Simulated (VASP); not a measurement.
Runs of VASP 6.6.1 on Ag2Pt. The structure is that of space group Fd-3m (No. 227), or close to it. The cells are those of the table. 

```tsv
task	cell	k mesh	cutoff (eV)	gap on the mesh (eV)	pressure (GPa)	relaxed volume (Å³/atom)
relaxation of cell and atoms	relaxed from a = 5.371 Å, angles 60.0°, 6 atoms	4 × 4 × 4	600	none	0.0	17.51
relaxation of cell and atoms	relaxed from a = 5.303 Å, angles 60.0°, 6 atoms	10 × 10 × 10	600	none	0.0	17.52
single point	a = 5.301 Å, angles 60.0°, 6 atoms	10 × 10 × 10	520	none	-0.2	-
single point	a = 5.303 Å, angles 60.0°, 6 atoms	4 × 4 × 4	520	none	(a)	-
```

Alike in all rows: level PBE; potentials or basis VASP PAW PBE potentials, release 64 (Ag, Pt); no spin polarisation; smearing gaussian 0.1 eV.

**Question.** Estimate the missing entries.

**Answer.** (a) -0.5.

Caveats: some runs use coarse meshes; spin-orbit coupling is left out, which moves the levels of the heavy elements.

A k mesh can miss the band edges, and the runs leave out spin-orbit coupling on Ag, Pt.

A gap of «none» marks levels without a gap at the run's occupations.
